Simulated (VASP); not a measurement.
# Ge (I4_1/amd) in VASP: further runs

The runs below take Ge through single point, with PBE.

All numbers are computed with VASP 6.6.1; they aren't measurements. Logs are shortened: lines on timing, memory, paths and dates and some standing lists are left out, and cuts for length are marked.

## (1) The cell of the first run

The structure is tetragonal, space group I4_1/amd (No. 141). The conventional cell has a = 5.052 Å, b = 5.052 Å, c = 2.747 Å, α = 90.00°, β = 90.00°, γ = 90.00°. Within 3.5 Å of Ge (site symmetry -4m2) lie 10 Ge at 2.62 to 3.26 Å.

## (2) Single point, PBE

INCAR

```
SYSTEM = Ge
PREC     = Accurate       ! precision mode
ENCUT    = 520            ! plane-wave cutoff, eV
EDIFF    = 1E-6           ! SCF threshold, eV
ISMEAR   = -1             ! smearing method
SIGMA    = 0.05           ! smearing width, eV
LREAL    = .FALSE.        ! projectors in reciprocal space
LASPH    = .TRUE.         ! aspherical terms in the spheres
NELM     = 80             ! most SCF steps
ALGO     = Normal         ! electronic algorithm
ISIF     = 2              ! what is computed and relaxed
LWAVE    = .FALSE.        ! write WAVECAR
LCHARG   = .TRUE.         ! write CHGCAR
GGA      = PE             ! functional
LELF     = .TRUE.         ! ELF
LVHAR    = .TRUE.       
NBANDS   = 21             ! bands
```

KPOINTS

```
Automatic mesh
0
G
  16 16 16
  0 0 0
```

POSCAR

```
Ge
1.0
   -2.5262187997      2.5262187997      1.3735148329
    2.5262187997     -2.5262187997      1.3735148329
    2.5262187997      2.5262187997     -1.3735148329
Ge
2
Direct
   -0.3750000000     -0.1250000000     -0.2500000000
    0.3750000000      0.1250000000      0.2500000000
```

Potentials or basis: VASP PAW PBE potentials, release 64 (Ge_d).

Run with:

```bash
$ cat potpaw_PBE.64/Ge_d/POTCAR > POTCAR
$ mpirun -np 1 vasp_std > vasp.out
```

OUTCAR:

```text
SYSTEM = Ge
   PREC = Accurate
   ENCUT = 520
   EDIFF = 1E-6
   ISMEAR = -1
   LREAL = .FALSE.
   LASPH = .TRUE.
   NELM = 80
   ISIF = 2
   GGA = PE

 ion  position               nearest neighbor table
   1  0.625  0.875  0.750-   2 2.62   2 2.62   2 2.62   2 2.62
   2  0.375  0.125  0.250-   1 2.62   1 2.62   1 2.62   1 2.62

  LATTYP: Found a body centered tetragonal cell.
 ALAT       =     5.0524375994
 C/A-ratio  =     0.5437038285

  Lattice vectors:

 A1 = (  -2.5262187997,   2.5262187997,   1.3735148329)
 A2 = (   2.5262187997,  -2.5262187997,   1.3735148329)
 A3 = (   2.5262187997,   2.5262187997,  -1.3735148329)

Analysis of symmetry for initial positions (statically):
=====================================================================
 Subroutine PRICEL returns:
 Original cell was already a primitive cell.

 Routine SETGRP: Setting up the symmetry group for a
 body centered tetragonal supercell.

 Subroutine GETGRP returns: Found 16 space group operations
 (whereof  4 operations were pure point group operations)
 out of a pool of 16 trial point group operations.

The static configuration has the point symmetry C_2h.
 The point group associated with its full space group is D_4h.

Analysis of symmetry for dynamics (positions and initial velocities):
=====================================================================
 Subroutine PRICEL returns:
 Original cell was already a primitive cell.

 Routine SETGRP: Setting up the symmetry group for a
 body centered tetragonal supercell.

 Subroutine GETGRP returns: Found 16 space group operations
 (whereof  4 operations were pure point group operations)
 out of a pool of 16 trial point group operations.

The dynamic configuration has the point symmetry C_2h.
 The point group associated with its full space group is D_4h.

 Subroutine INISYM returns: Found 16 space group operations
 (whereof  4 operations are pure point group operations),
 and found     1 'primitive' translations

----------------------------------------------------------------------------------------

                                     Primitive cell

  volume of cell :      35.0619

  direct lattice vectors                    reciprocal lattice vectors
    -2.526218800  2.526218800  1.373514833     0.000000000  0.197924265  0.364029560
     2.526218800 -2.526218800  1.373514833     0.197924265  0.000000000  0.364029560
[... 74 lines left out ...]
   NGXF,Y,Z  is equivalent  to a cutoff of  24.32, 24.32, 24.32 a.u.
 SYSTEM =  Ge
   PREC   = accura    normal or accurate (medium, high low for compatibility)
   ISTART =      0    job   : 0-new  1-cont  2-samecut
   ICHARG =      2    charge: 1-file 2-atom 10-const
   ISPIN  =      1    spin polarized calculation?
   LNONCOLLINEAR =      F non collinear calculations
   LSORBIT =      F    spin-orbit coupling
   LASPH  =      T    aspherical Exc in radial PAW
   ENCUT  =  520.0 eV  38.22 Ry    6.18 a.u.   7.12  7.12  7.12*2*pi/ulx,y,z
   NELM   =     80;   NELMIN=  2; NELMDL= -5     # of ELM steps
   EDIFF  = 0.1E-05   stopping-criterion for ELM
   LREAL  =      F    real-space projection
   EDIFFG = 0.1E-04   stopping-criterion for IOM
   NSW    =      0    number of steps for IOM
   IBRION =     -1    ionic relax: 0-MD 1-quasi-New 2-CG
   NFREE  =      0    steps in history (QN), initial steepest desc. (CG)
   ISIF   =      2    stress and relaxation
   ISYM   =      2    0-nonsym 1-usesym 2-fastsym
   POTIM  = 0.5000    time-step for ionic-motion
   TEBEG  =    0.0;   TEEND  =   0.0 temperature during run
   PSTRESS=    0.0 pullay stress
   NELECT =      28.0000    total number of electrons
   NUPDOWN=      -1.0000    fix difference up-down
   EMIN   =  10.00;   EMAX   =-10.00  energy-range for DOS
   EFERMI =   0.00;   METHOD = LEGACY
   ISMEAR =    -1;   SIGMA  =   0.05  broadening in eV -4-tet -1-fermi 0-gaus
   EFERMI_NEDOS =   21; number of points for ismear=-14 and -15
   IALGO  =     38    algorithm
   IMIX   =      4    mixing-type and parameters
     AMIX     =   0.40;   BMIX     =  1.00
     AMIX_MAG =   1.60;   BMIX_MAG =  1.00
  volume/ion in A,a.u.               =      17.53       118.30
  Fermi-wavevector in a.u.,A,eV,Ry     =   1.518853  2.870216 31.387478  2.306915
  Thomas-Fermi vector in A             =   2.627918
   LORBIT       =      0    0 simple, 1 ext, 2 COOP (PROOUT), +10 PAW based schemes
   GGA     = PE    functional components
   LHFCALC =     F    Hartree Fock is set to
   AEXX    =    0.0000 exact exchange contribution
   IVDW    =     0    specifies the selected vdW correction
   LEPSILON=     F    determine dielectric tensor
   LRPA    =     F    only Hartree local field effects (RPA)
 non-spin polarized calculation
  energy-cutoff  :      520.00
  volume of cell :       35.06
 maximum number of plane-waves:       962
   NGX = 15   NGY = 15   NGZ = 15

 number of electron      27.9999989 magnetization

 Free energy of the ion-electron system (eV)
  ---------------------------------------------------
  ext. energy  EPLUGINS =         0.00000000
  ---------------------------------------------------
  free energy    TOTEN  =        -8.49604910 eV

  energy without entropy =       -8.49049014  energy(sigma->0) =       -8.49326962

 E-fermi :   7.4464     XC(G=0): -11.6012

 val. band max:        7.4463460847   @ k =   0.4375   0.3750   0.0000
 cond. band min:       7.4529558137   @ k =  -0.0625   0.3125   0.0625
 fundamental gap:      0.0066097290
 Fermi energy:         7.4463580215

 k-point     1 :       0.0000    0.0000    0.0000
  band No.  band energies     occupation
      1     -17.3897      2.00000
      2     -17.3353      2.00000
      3     -17.3045      2.00000
      4     -17.2997      2.00000
      5     -17.1760      2.00000
      6     -17.1760      2.00000
[... 565 lines left out ...]
     20      19.6376      0.00000
     21      20.2601      0.00000

 [... further k-points ...]
[... 5 lines left out ...]
  --------------------------------------------------------------------------------------
  -------------------------------------------------------------------------------------
  Total        1.7695203      1.7695203      1.7689222     -0.0000000      0.0000000     -0.0000000
  in kB       80.8594634     80.8594634     80.8321336     -0.0000000      0.0000000     -0.0000000
  external PRESSURE =      80.8503535 kB  Pullay stress =       0.0000000 kB

 VOLUME and BASIS-vectors are now :
 -----------------------------------------------------------------------------
  energy-cutoff  :      520.00
  volume of cell :       35.06
      direct lattice vectors                 reciprocal lattice vectors
    -2.526218800  2.526218800  1.373514833     0.000000000  0.197924265  0.364029560
     2.526218800 -2.526218800  1.373514833     0.197924265  0.000000000  0.364029560
     2.526218800  2.526218800 -1.373514833     0.197924265  0.197924265  0.000000000

 POSITION                                       TOTAL-FORCE (eV/Angst)
 -----------------------------------------------------------------------------------
      2.52622      1.26311      1.03014        -0.000000      0.000000     -0.000000
      0.00000      1.26311      0.34338         0.000000     -0.000000      0.000000
 -----------------------------------------------------------------------------------
    total drift:                                0.000000      0.000000     -0.000000

  FREE ENERGIE OF THE ION-ELECTRON SYSTEM (eV)
  ---------------------------------------------------
  free  energy   TOTEN  =        -8.4960490989 eV

  energy  without entropy=       -8.4904901449  energy(sigma->0) =       -8.49326962
```

OSZICAR:

```text
N       E                     dE             d eps       ncg     rms          rms(c)
DAV:   1     0.174056008512E+03    0.17406E+03   -0.14139E+04 16933   0.388E+03
DAV:   2     0.146703188245E+02   -0.15939E+03   -0.15444E+03 14708   0.593E+02
DAV:   3    -0.790609623996E+01   -0.22576E+02   -0.22382E+02 16686   0.131E+02
DAV:   4    -0.850974856222E+01   -0.60365E+00   -0.60308E+00 16374   0.250E+01
DAV:   5    -0.851834631705E+01   -0.85978E-02   -0.85975E-02 16626   0.321E+00    0.233E+00
DAV:   6    -0.850342621089E+01    0.14920E-01   -0.17263E-02 19856   0.233E+00    0.133E+00
DAV:   7    -0.849622363698E+01    0.72026E-02   -0.13064E-02 19845   0.177E+00    0.112E-01
DAV:   8    -0.849604668989E+01    0.17695E-03   -0.20426E-03 18603   0.829E-01    0.422E-02
DAV:   9    -0.849605002416E+01   -0.33343E-05   -0.65203E-05 18880   0.121E-01    0.122E-02
DAV:  10    -0.849604909894E+01    0.92521E-06   -0.33919E-06 14950   0.218E-02
   1 F= -.84960491E+01 E0= -.84932696E+01  d E =-.555895E-02
```

stdout:

```text
POSCAR found type information on POSCAR Ge
 POSCAR found :  1 types and       2 ions
 scaLAPACK will be used
 LDA part: xc-table for (Slater+PW92), standard interpolation
 POSCAR, INCAR and KPOINTS ok, starting setup
 FFT: planning ... GRIDC
 FFT: planning ... GRID_SOFT
 FFT: planning ... GRID
 WAVECAR not read
 entering main loop
```

It took 4.3 min on 1 thread of AMD EPYC 7R43 (Zen 3), shared host; peak memory 0.27 GiB.

Results:

- Free energy: -8.4960 eV
- Pressure: 8.1 GPa
- Band gap on the k mesh: zero (band 14 reaches 9.53 eV, above the bottom of band 15 at 3.86 eV)

## (3) Single point, PBE

INCAR

```
SYSTEM = Ge
  ALGO = Normal
  EDIFF = 1E-6
  ENCUT = 520
  GGA = PE
  ISIF = 2
  ISMEAR = -1
  LASPH = .True.
  LCHARG = .True.
  LELF = .True.
  LREAL = .False.
  LVHAR = .True.
  LWAVE = .False.
  NBANDS = 21
  NELM = 100
  PREC = Accurate
  SIGMA = 0.05
```

KPOINTS

```
k-points
0
Gamma
  16 16 16
  0 0 0
```

POSCAR

```
Ge
1.0
   -2.5266272837      2.5266272837      1.3737893776
    2.5266272837     -2.5266272837      1.3737893776
    2.5266272837      2.5266272837     -1.3737893776
Ge
2
Direct
   -0.3750000000     -0.1250000000     -0.2500000000
    0.3750000000      0.1250000000      0.2500000000
```

Potentials or basis: VASP PAW PBE potentials, release 64 (Ge_d).

Run with:

```bash
$ cat potpaw_PBE.64/Ge_d/POTCAR > POTCAR
$ mpirun -np 1 vasp_std > vasp.out
```

OUTCAR:

```text
SYSTEM = Ge
   EDIFF = 1E-6
   ENCUT = 520
   GGA = PE
   ISIF = 2
   ISMEAR = -1
   LASPH = .True.
   LREAL = .False.
   NELM = 100
   PREC = Accurate

 ion  position               nearest neighbor table
   1  0.625  0.875  0.750-   2 2.62   2 2.62   2 2.62   2 2.62
   2  0.375  0.125  0.250-   1 2.62   1 2.62   1 2.62   1 2.62

  LATTYP: Found a body centered tetragonal cell.
 ALAT       =     5.0532545674
 C/A-ratio  =     0.5437245875

  Lattice vectors:

 A1 = (  -2.5266272837,   2.5266272837,   1.3737893776)
 A2 = (   2.5266272837,  -2.5266272837,   1.3737893776)
 A3 = (   2.5266272837,   2.5266272837,  -1.3737893776)

Analysis of symmetry for initial positions (statically):
=====================================================================
 Subroutine PRICEL returns:
 Original cell was already a primitive cell.

 Routine SETGRP: Setting up the symmetry group for a
 body centered tetragonal supercell.

 Subroutine GETGRP returns: Found 16 space group operations
 (whereof  4 operations were pure point group operations)
 out of a pool of 16 trial point group operations.

The static configuration has the point symmetry C_2h.
 The point group associated with its full space group is D_4h.

Analysis of symmetry for dynamics (positions and initial velocities):
=====================================================================
 Subroutine PRICEL returns:
 Original cell was already a primitive cell.

 Routine SETGRP: Setting up the symmetry group for a
 body centered tetragonal supercell.

 Subroutine GETGRP returns: Found 16 space group operations
 (whereof  4 operations were pure point group operations)
 out of a pool of 16 trial point group operations.

The dynamic configuration has the point symmetry C_2h.
 The point group associated with its full space group is D_4h.

 Subroutine INISYM returns: Found 16 space group operations
 (whereof  4 operations are pure point group operations),
 and found     1 'primitive' translations
[... 103 lines left out ...]
   POTIM  = 0.5000    time-step for ionic-motion
   TEBEG  =    0.0;   TEEND  =   0.0 temperature during run
   PSTRESS=    0.0 pullay stress
   NELECT =      28.0000    total number of electrons
   NUPDOWN=      -1.0000    fix difference up-down
   EMIN   =  10.00;   EMAX   =-10.00  energy-range for DOS
   EFERMI =   0.00;   METHOD = LEGACY
   ISMEAR =    -1;   SIGMA  =   0.05  broadening in eV -4-tet -1-fermi 0-gaus
   EFERMI_NEDOS =   21; number of points for ismear=-14 and -15
   IALGO  =     38    algorithm
   IMIX   =      4    mixing-type and parameters
     AMIX     =   0.40;   BMIX     =  1.00
     AMIX_MAG =   1.60;   BMIX_MAG =  1.00
  volume/ion in A,a.u.               =      17.54       118.37
  Fermi-wavevector in a.u.,A,eV,Ry     =   1.518588  2.869715 31.376531  2.306110
  Thomas-Fermi vector in A             =   2.627689
   LORBIT       =      0    0 simple, 1 ext, 2 COOP (PROOUT), +10 PAW based schemes
   GGA     = PE    functional components
   LHFCALC =     F    Hartree Fock is set to
   AEXX    =    0.0000 exact exchange contribution
   IVDW    =     0    specifies the selected vdW correction
   LEPSILON=     F    determine dielectric tensor
   LRPA    =     F    only Hartree local field effects (RPA)
 non-spin polarized calculation
  energy-cutoff  :      520.00
  volume of cell :       35.08
 maximum number of plane-waves:       962
   NGX = 15   NGY = 15   NGZ = 15

 number of electron      27.9999989 magnetization

 Free energy of the ion-electron system (eV)
  ---------------------------------------------------
  ext. energy  EPLUGINS =         0.00000000
  ---------------------------------------------------
  free energy    TOTEN  =        -8.49699679 eV

  energy without entropy =       -8.49143937  energy(sigma->0) =       -8.49421808

 E-fermi :   7.4403     XC(G=0): -11.5985

 val. band max:        7.4355120542   @ k =  -0.3125   0.1875   0.0625
 cond. band min:       7.4404619357   @ k =   0.4375   0.3750   0.0000
 fundamental gap:      0.0049498815
 Fermi energy:         7.4402680479

 k-point     1 :       0.0000    0.0000    0.0000
  band No.  band energies     occupation
      1     -17.3952      2.00000
      2     -17.3409      2.00000
      3     -17.3100      2.00000
      4     -17.3053      2.00000
      5     -17.1818      2.00000
      6     -17.1818      2.00000
[... 565 lines left out ...]
     20      19.6288      0.00000
     21      20.2510      0.00000

 [... further k-points ...]
[... 5 lines left out ...]
  --------------------------------------------------------------------------------------
  -------------------------------------------------------------------------------------
  Total        1.7585126      1.7585126      1.7574289      0.0000000      0.0000000      0.0000000
  in kB       80.3144273     80.3144273     80.2649295      0.0000000      0.0000000      0.0000000
  external PRESSURE =      80.2979280 kB  Pullay stress =       0.0000000 kB

 VOLUME and BASIS-vectors are now :
 -----------------------------------------------------------------------------
  energy-cutoff  :      520.00
  volume of cell :       35.08
      direct lattice vectors                 reciprocal lattice vectors
    -2.526627284  2.526627284  1.373789378     0.000000000  0.197892267  0.363956810
     2.526627284 -2.526627284  1.373789378     0.197892267  0.000000000  0.363956810
     2.526627284  2.526627284 -1.373789378     0.197892267  0.197892267  0.000000000

 POSITION                                       TOTAL-FORCE (eV/Angst)
 -----------------------------------------------------------------------------------
      2.52663      1.26331      1.03034         0.000000     -0.000000     -0.000000
      0.00000      1.26331      0.34345        -0.000000      0.000000      0.000000
 -----------------------------------------------------------------------------------
    total drift:                                0.000000      0.000000     -0.000000

  FREE ENERGIE OF THE ION-ELECTRON SYSTEM (eV)
  ---------------------------------------------------
  free  energy   TOTEN  =        -8.4969967946 eV

  energy  without entropy=       -8.4914393729  energy(sigma->0) =       -8.49421808
```

stdout:

```text
POSCAR found type information on POSCAR Ge
 POSCAR found :  1 types and       2 ions
 scaLAPACK will be used
 LDA part: xc-table for (Slater+PW92), standard interpolation
 POSCAR, INCAR and KPOINTS ok, starting setup
 FFT: planning ... GRIDC
 FFT: planning ... GRID_SOFT
 FFT: planning ... GRID
 WAVECAR not read
 entering main loop
```

Wall time 3.9 min (1 thread of AMD EPYC 7R43 (Zen 3), shared host); peak memory 0.27 GiB.

What came out:

```
Free energy            : -8.4970 eV
Pressure               : 8.0 GPa
Band gap on the k mesh : zero (band 14 reaches 9.52 eV, above the bottom of band 15 at 3.86 eV)
```

Levels at points of the mesh, in eV from the Fermi level:
| k point | band 12 | band 13 | band 14 | band 15 | band 16 | band 17 |
| --- | --- | --- | --- | --- | --- | --- |
| (0.00, 0.00, 0.00) | -3.87 | -2.51 | -2.51 | 3.15 | 7.98 | 7.98 |
| (0.50, 0.00, 0.00) | -6.65 | -2.57 | -2.16 | -1.49 | 2.39 | 3.75 |
| (0.50, 0.50, 0.00) | -10.93 | 0.59 | 0.59 | 2.06 | 2.06 | 7.84 |
| (0.50, 0.50, 0.50) | -9.06 | -6.30 | -6.30 | 6.35 | 6.35 | 11.70 |
